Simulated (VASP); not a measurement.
# TaSb (F-43m) in VASP: notebook

The runs below take TaSb through single point, with PBE, r2SCAN.

All numbers are computed with VASP 6.6.1; they aren't measurements. Logs are shortened: lines on timing, memory, paths and dates and some standing lists are left out, and cuts for length are marked.

**1. The cell of the first run**

The structure is cubic, space group F-43m (No. 216). Conventional cell: a = 6.286 Å, b = 6.286 Å, c = 6.286 Å, α = 90.00°, β = 90.00°, γ = 90.00°. Ta (site symmetry -43m) has 4 Sb at 2.72 Å within 3.6 Å. Sb (site symmetry -43m) has 4 Ta at 2.72 Å within 3.6 Å.

**2. Single point, PBE**

INCAR reads:

```
PREC = Accurate ; ENCUT = 520
EDIFF = 1E-6 ; ISMEAR = 0
SIGMA = 0.05 ; LREAL = False
LASPH = True ; NELM = 80
ALGO = Normal ; ISIF = 2
LWAVE = False ; LCHARG = True
GGA = PE ; LELF = True
LVHAR = True ; NBANDS = 15
```

KPOINTS reads:

```
Automatic mesh
0
Gamma
  6 6 6
```

POSCAR reads:

```
TaSb
1.0
    0.0000000000      3.1430007119      3.1430007119
    3.1430007119      0.0000000000      3.1430007119
    3.1430007119      3.1430007119      0.0000000000
Ta Sb
1 1
Direct
    0.0000000000      0.0000000000      0.0000000000
    0.2500000000      0.2500000000      0.2500000000
```

Potentials or basis: VASP PAW PBE potentials, release 64 (Ta_pv, Sb).

The run is started by

```sh
> cat potpaw_PBE.64/Ta_pv/POTCAR potpaw_PBE.64/Sb/POTCAR > POTCAR
> mpirun -np 1 vasp_std > vasp.out
```

OUTCAR:

```text
PREC = Accurate
   ENCUT = 520
   EDIFF = 1E-6
   ISMEAR = 0
   LREAL = False
   LASPH = True
   NELM = 80
   ISIF = 2
   GGA = PE

 ion  position               nearest neighbor table
   1  0.000  0.000  0.000-   2 2.72   2 2.72   2 2.72   2 2.72
   2  0.250  0.250  0.250-   1 2.72   1 2.72   1 2.72   1 2.72

  LATTYP: Found a face centered cubic cell.
 ALAT       =     6.2860014238

  Lattice vectors:

 A1 = (   0.0000000000,   3.1430007119,   3.1430007119)
 A2 = (   3.1430007119,   0.0000000000,   3.1430007119)
 A3 = (   3.1430007119,   3.1430007119,   0.0000000000)

Analysis of symmetry for initial positions (statically):
=====================================================================
 Subroutine PRICEL returns:
 Original cell was already a primitive cell.

 Routine SETGRP: Setting up the symmetry group for a
 face centered cubic supercell.

 Subroutine GETGRP returns: Found 24 space group operations
 (whereof 24 operations were pure point group operations)
 out of a pool of 48 trial point group operations.

The static configuration has the point symmetry T_d .

Analysis of symmetry for dynamics (positions and initial velocities):
=====================================================================
 Subroutine PRICEL returns:
 Original cell was already a primitive cell.

 Routine SETGRP: Setting up the symmetry group for a
 face centered cubic supercell.

 Subroutine GETGRP returns: Found 24 space group operations
 (whereof 24 operations were pure point group operations)
 out of a pool of 48 trial point group operations.

The dynamic configuration has the point symmetry T_d .

 Subroutine INISYM returns: Found 24 space group operations
 (whereof 24 operations are pure point group operations),
 and found     1 'primitive' translations

----------------------------------------------------------------------------------------

                                     Primitive cell

  volume of cell :      62.0960

  direct lattice vectors                    reciprocal lattice vectors
     0.000000000  3.143000712  3.143000712    -0.159083642  0.159083642  0.159083642
     3.143000712  0.000000000  3.143000712     0.159083642 -0.159083642  0.159083642
     3.143000712  3.143000712  0.000000000     0.159083642  0.159083642 -0.159083642

  length of vectors
     4.444874233  4.444874233  4.444874233     0.275540951  0.275540951  0.275540951

  position of ions in fractional coordinates (direct lattice)
     0.000000000  0.000000000  0.000000000
     0.250000000  0.250000000  0.250000000

  ion indices of the primitive-cell ions
   primitive index   ion index
                 1           1
                 2           2

----------------------------------------------------------------------------------------

 KPOINTS: Automatic mesh

Automatic generation of k-mesh.
 Grid dimensions read from file:
 generate k-points for:    6    6    6

 Generating k-lattice:

  Cartesian coordinates                     Fractional coordinates (reciprocal lattice)
    -0.026513940  0.026513940  0.026513940     0.166666667  0.000000000  0.000000000
     0.026513940 -0.026513940  0.026513940     0.000000000  0.166666667  0.000000000
     0.026513940  0.026513940 -0.026513940     0.000000000  0.000000000  0.166666667

  Length of vectors
     0.045923492  0.045923492  0.045923492

  Shift w.r.t. Gamma in fractional coordinates (k-lattice)
     0.000000000  0.000000000  0.000000000

 Subroutine IBZKPT returns following result:
 ===========================================

 Found     16 irreducible k-points:

 Following reciprocal coordinates:
            Coordinates               Weight
  0.000000  0.000000  0.000000      1.000000
  0.166667  0.000000  0.000000      8.000000
  0.333333  0.000000  0.000000      8.000000
  0.500000  0.000000  0.000000      4.000000
  0.166667  0.166667  0.000000      6.000000
  0.333333  0.166667  0.000000     24.000000
[... 8 lines left out ...]
 -0.333333  0.333333  0.166667     24.000000
 -0.333333  0.500000  0.166667     12.000000
   k-points           NKPTS =     16   k-points in BZ     NKDIM =     16   number of bands    NBANDS=     15
   number of dos      NEDOS =    301   number of ions     NIONS =      2
   total plane-waves  NPLWV =  46656
   dimension x,y,z NGX =    36 NGY =   36 NGZ =   36
   dimension x,y,z NGXF=    72 NGYF=   72 NGZF=   72
   ions per type =               1   1
   NGX,Y,Z   is equivalent  to a cutoff of  13.46, 13.46, 13.46 a.u.
   NGXF,Y,Z  is equivalent  to a cutoff of  26.93, 26.93, 26.93 a.u.
 SYSTEM =  unknown system
   PREC   = accura    normal or accurate (medium, high low for compatibility)
   ISTART =      0    job   : 0-new  1-cont  2-samecut
   ICHARG =      2    charge: 1-file 2-atom 10-const
   ISPIN  =      1    spin polarized calculation?
   LNONCOLLINEAR =      F non collinear calculations
   LSORBIT =      F    spin-orbit coupling
   LASPH  =      T    aspherical Exc in radial PAW
   ENCUT  =  520.0 eV  38.22 Ry    6.18 a.u.   8.26  8.26  8.26*2*pi/ulx,y,z
   NELM   =     80;   NELMIN=  2; NELMDL= -5     # of ELM steps
   EDIFF  = 0.1E-05   stopping-criterion for ELM
   LREAL  =      F    real-space projection
   EDIFFG = 0.1E-04   stopping-criterion for IOM
   NSW    =      0    number of steps for IOM
   IBRION =     -1    ionic relax: 0-MD 1-quasi-New 2-CG
   NFREE  =      0    steps in history (QN), initial steepest desc. (CG)
   ISIF   =      2    stress and relaxation
   ISYM   =      2    0-nonsym 1-usesym 2-fastsym
   POTIM  = 0.5000    time-step for ionic-motion
   TEBEG  =    0.0;   TEEND  =   0.0 temperature during run
   PSTRESS=    0.0 pullay stress
   NELECT =      16.0000    total number of electrons
   NUPDOWN=      -1.0000    fix difference up-down
   EMIN   =  10.00;   EMAX   =-10.00  energy-range for DOS
   EFERMI =   0.00;   METHOD = LEGACY
   ISMEAR =     0;   SIGMA  =   0.05  broadening in eV -4-tet -1-fermi 0-gaus
   EFERMI_NEDOS =   21; number of points for ismear=-14 and -15
   IALGO  =     38    algorithm
   IMIX   =      4    mixing-type and parameters
     AMIX     =   0.40;   BMIX     =  1.00
     AMIX_MAG =   1.60;   BMIX_MAG =  1.00
  volume/ion in A,a.u.               =      31.05       209.52
  Fermi-wavevector in a.u.,A,eV,Ry     =   1.041742  1.968608 14.765413  1.085227
  Thomas-Fermi vector in A             =   2.176377
   LORBIT       =      0    0 simple, 1 ext, 2 COOP (PROOUT), +10 PAW based schemes
   GGA     = PE    functional components
   LHFCALC =     F    Hartree Fock is set to
   AEXX    =    0.0000 exact exchange contribution
   IVDW    =     0    specifies the selected vdW correction
   LEPSILON=     F    determine dielectric tensor
   LRPA    =     F    only Hartree local field effects (RPA)
 non-spin polarized calculation
 Gauss-broadening in eV      SIGMA  =   0.05
  energy-cutoff  :      520.00
  volume of cell :       62.10
 maximum number of plane-waves:      1687
 NGX is ok and might be reduce to    36
   NGX = 17   NGY = 17   NGZ = 17

 number of electron      16.0000001 magnetization

 Free energy of the ion-electron system (eV)
  ---------------------------------------------------
  ext. energy  EPLUGINS =         0.00000000
  ---------------------------------------------------
  free energy    TOTEN  =       -13.56695923 eV

  energy without entropy =      -13.56214827  energy(sigma->0) =      -13.56455375

 E-fermi :   4.4682     XC(G=0):  -9.4260

 val. band max:        4.4433742665   @ k =   0.1667   0.0000   0.0000
 cond. band min:       4.4883368413   @ k =  -0.3333   0.5000   0.1667
 fundamental gap:      0.0449625748
 Fermi energy:         4.4681860329

 k-point     1 :       0.0000    0.0000    0.0000
  band No.  band energies     occupation
      1     -30.8274      2.00000
      2     -30.8274      2.00000
      3     -30.8274      2.00000
      4      -6.1958      2.00000
      5       1.5608      2.00000
      6       1.5608      2.00000
      7       1.5608      2.00000
      8       4.5167      0.16960
      9       4.5167      0.16960
     10       6.7164      0.00000
     11       9.7950      0.00000
     12       9.7950      0.00000
     13       9.7950      0.00000
     14      10.4861      0.00000
     15      10.4861      0.00000

 k-point     2 :       0.1667    0.0000    0.0000
  band No.  band energies     occupation
      1     -30.8323      2.00000
      2     -30.8282      2.00000
      3     -30.8282      2.00000
      4      -5.9697      2.00000
      5       1.1046      2.00000
      6       1.6585      2.00000
      7       1.6585      2.00000
      8       4.4434      1.51719
      9       4.4434      1.51719
     10       7.2950      0.00000
     11       7.9143      0.00000
     12       9.1609      0.00000
     13       9.1609      0.00000
     14      10.5992      0.00000
     15      11.0642      0.00000

 k-point     3 :       0.3333    0.0000    0.0000
  band No.  band energies     occupation
      1     -30.8421      2.00000
      2     -30.8297      2.00000
      3     -30.8297      2.00000
      4      -5.4506      2.00000
      5       0.3782      2.00000
      6       1.8146      2.00000
      7       1.8146      2.00000
      8       4.5296      0.08239
      9       4.5296      0.08239
     10       5.4636      0.00000
     11       7.9372      0.00000
     12       7.9372      0.00000
     13       8.2280      0.00000
     14      11.4967      0.00000
     15      12.0387      0.00000
[... 199 lines left out ...]
 k-point    15 :      -0.3333    0.3333    0.1667
  band No.  band energies     occupation
      1     -30.8450      2.00000
      2     -30.8364      2.00000
      3     -30.8331      2.00000
      4      -4.8514      2.00000
      5       0.4103      2.00000
      6       1.1066      2.00000
      7       2.2493      2.00000
      8       3.7425      2.00000
      9       4.6018      0.00016
     10       4.8689      0.00000
     11       6.0945      0.00000
     12       6.8404      0.00000
     13      10.3421      0.00000
     14      11.5661      0.00000
     15      11.9576      0.00000

 k-point    16 :      -0.3333    0.5000    0.1667
  band No.  band energies     occupation
      1     -30.8457      2.00000
      2     -30.8363      2.00000
      3     -30.8347      2.00000
      4      -4.7435      2.00000
      5       0.1348      2.00000
      6       1.4526      2.00000
      7       2.4641      2.00000
      8       3.4760      2.00000
      9       4.4883      0.56871
     10       4.8587      0.00000
     11       5.7216      0.00000
     12       6.4475      0.00000
     13      11.0163      0.00000
     14      11.0463      0.00000
     15      12.7936      0.00000

------------------------ aborting loop because EDIFF is reached ----------------------------------------

  FORCE on cell =-STRESS in cart. coord.  units (eV):
  Direction    XX          YY          ZZ          XY          YZ          ZX
  --------------------------------------------------------------------------------------
  -------------------------------------------------------------------------------------
  Total        0.0108139      0.0108139      0.0108139      0.0000000      0.0000000      0.0000000
  in kB        0.2790175      0.2790175      0.2790175      0.0000000      0.0000000      0.0000000
  external PRESSURE =       0.2790175 kB  Pullay stress =       0.0000000 kB

 VOLUME and BASIS-vectors are now :
 -----------------------------------------------------------------------------
  energy-cutoff  :      520.00
  volume of cell :       62.10
      direct lattice vectors                 reciprocal lattice vectors
     0.000000000  3.143000712  3.143000712    -0.159083642  0.159083642  0.159083642
     3.143000712  0.000000000  3.143000712     0.159083642 -0.159083642  0.159083642
     3.143000712  3.143000712  0.000000000     0.159083642  0.159083642 -0.159083642

 POSITION                                       TOTAL-FORCE (eV/Angst)
 -----------------------------------------------------------------------------------
      0.00000      0.00000      0.00000        -0.000000     -0.000000     -0.000000
      1.57150      1.57150      1.57150         0.000000      0.000000      0.000000
 -----------------------------------------------------------------------------------
    total drift:                                0.000000      0.000000      0.000000

  FREE ENERGIE OF THE ION-ELECTRON SYSTEM (eV)
  ---------------------------------------------------
  free  energy   TOTEN  =       -13.5669592318 eV

  energy  without entropy=      -13.5621482710  energy(sigma->0) =      -13.56455375
```

Wall time 22 s (1 thread of Intel Xeon Platinum 8375C at 2.90GHz (Ice Lake), shared host); peak memory 0.21 GiB.

What came out:

* Free energy: -13.5670 eV
* Pressure: 0.0 GPa
* Band gap on the k mesh: zero (band 8 reaches 4.59 eV, above the bottom of band 9 at 4.29 eV)

Caveat: spin-orbit coupling is left out, which moves the levels of the heavy elements.

**3. Single point, r2SCAN (volume scaled by 0.960)**

POSCAR reads:

```
TaSb
1.0
    0.0000000000      3.0817362784      3.0817362784
    3.0817362784      0.0000000000      3.0817362784
    3.0817362784      3.0817362784      0.0000000000
Ta Sb
1 1
Direct
    0.0000000000      0.0000000000      0.0000000000
    0.2500000000      0.2500000000      0.2500000000
```

INCAR.step1 reads:

```
  PREC = Accurate
  ENCUT = 520
  ISMEAR = 0
  SIGMA = 0.05
  LREAL = False
  LASPH = True
  NELM = 100
  NBANDS = 15
  GGA = PE
  ALGO = Normal
  EDIFF = 1E-4
  LWAVE = True
  LCHARG = False
```

INCAR.step2 reads:

```
  PREC = Accurate
  ENCUT = 520
  EDIFF = 1E-6
  ISMEAR = 0
  SIGMA = 0.05
  LREAL = False
  LASPH = True
  NELM = 100
  ALGO = Normal
  ISIF = 2
  LWAVE = False
  LCHARG = False
  METAGGA = R2SCAN
  LMIXTAU = True
  NBANDS = 15
  ISTART = 1
```

KPOINTS reads:

```
regular mesh
0
Gamma
  10 10 10
```

Potentials or basis: VASP PAW PBE potentials, release 64 (Ta_pv, Sb).

The run is started by

```sh
> cat potpaw_PBE.64/Ta_pv/POTCAR potpaw_PBE.64/Sb/POTCAR > POTCAR
> cp INCAR.step1 INCAR
> mpirun -np 1 vasp_std > vasp.out
> cp INCAR.step2 INCAR
> mpirun -np 1 vasp_std > vasp.out
```

Run time: 99 s. Hardware: 1 thread of Intel Xeon Platinum 8375C at 2.90GHz (Ice Lake), shared host; peak memory 0.21 GiB.

The run converged. Its results:

| Quantity | Value |
| --- | --- |
| Free energy | -71.9506 eV |
| Pressure | 3.8 GPa |
| Band gap on the k mesh | zero (band 8 reaches 5.21 eV, above the bottom of band 9 at 4.89 eV) |

Levels at points of the mesh, in eV from the Fermi level:
| k point | band 5 | band 6 | band 7 | band 8 | band 9 | band 10 | band 11 | band 12 |
| --- | --- | --- | --- | --- | --- | --- | --- | --- |
| (0.00, 0.00, 0.00) | -3.36 | -3.36 | -3.36 | 0.10 | 0.10 | 2.99 | 5.80 | 5.80 |
| (0.50, 0.00, 0.00) | -4.89 | -2.99 | -2.99 | 0.16 | 0.37 | 0.37 | 3.02 | 3.02 |
| (0.50, 0.50, 0.00) | -5.26 | -2.29 | -2.29 | -1.13 | -0.03 | 0.70 | 1.13 | 1.13 |

Caveat: the PAW data sets were made with another functional, which shifts forces and pressure a little; spin-orbit coupling is left out, which moves the levels of the heavy elements.
